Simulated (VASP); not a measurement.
## Ta2N: single point with LDA

The system is Ta2N.

```xyz
3
Lattice="3.0618 -0.0715 0.0000 -1.5928 2.6874 0.0000 0.0000 0.0000 5.1223" Properties=species:S:1:pos:R:3 pbc="T T T"
Ta    1.5103    0.8481    3.8247
Ta   -0.0413    1.7678    1.2975
N     0.0000    0.0000    0.0000
```

This cell differs from its parent crystal: engineering shear strain xy -0.0467, normal strain along z +0.0700.

| Property | Result |
| --- | --- |
| Program | VASP 6.6.1 |
| Task | single point |
| Functional | LDA |
| Potentials or basis | VASP PAW LDA potentials, release 64 (Ta_pv, N) |
| Cutoff | 520 eV |
| k mesh | 15 × 15 × 8 |
| Occupations | gaussian, width 0.15 eV |
| Spin | no spin polarisation |
| Dipole correction | no |
| Further INCAR settings | ALGO = Normal; EDIFF = 1e-06; NBANDS = 20 |

| Quantity | Value |
| --- | --- |
| Pressure | -16.5 GPa |
| Largest force | 0.120 eV/Å |
| Band gap on the k mesh | zero (an odd number of electrons rules out a gap without spin polarisation) |

Forces in eV/Å, atoms in the order of the input:
```
Ta   0.085 -0.003 -0.085
Ta  -0.085  0.003  0.085
N    0.000  0.000  0.000
```

Stress tensor (GPa, compression positive):
```
-12.42   6.19  -2.29
  6.19 -12.54  -0.07
 -2.29  -0.07 -24.45
```

Levels at points of the mesh, in eV from the Fermi level:
```tsv
k point	band 11	band 12	band 13	band 14	band 15	band 16
(0.00, 0.00, 0.00)	-4.89	-1.19	-0.63	0.19	0.26	0.60
(0.00, 0.00, 0.50)	-3.16	-2.77	-1.21	-0.41	1.34	1.78
```

Run time: 8.1 min on 1 thread of AMD EPYC 7R13 Processor (Zen 3), on a shared host, peak memory 0.67 GiB.

Caveat: the cell differs from its parent crystal (engineering shear strain xy -0.0467, normal strain along z +0.0700); the cell stands under tension; spin-orbit coupling is left out, which moves the levels of the heavy elements.
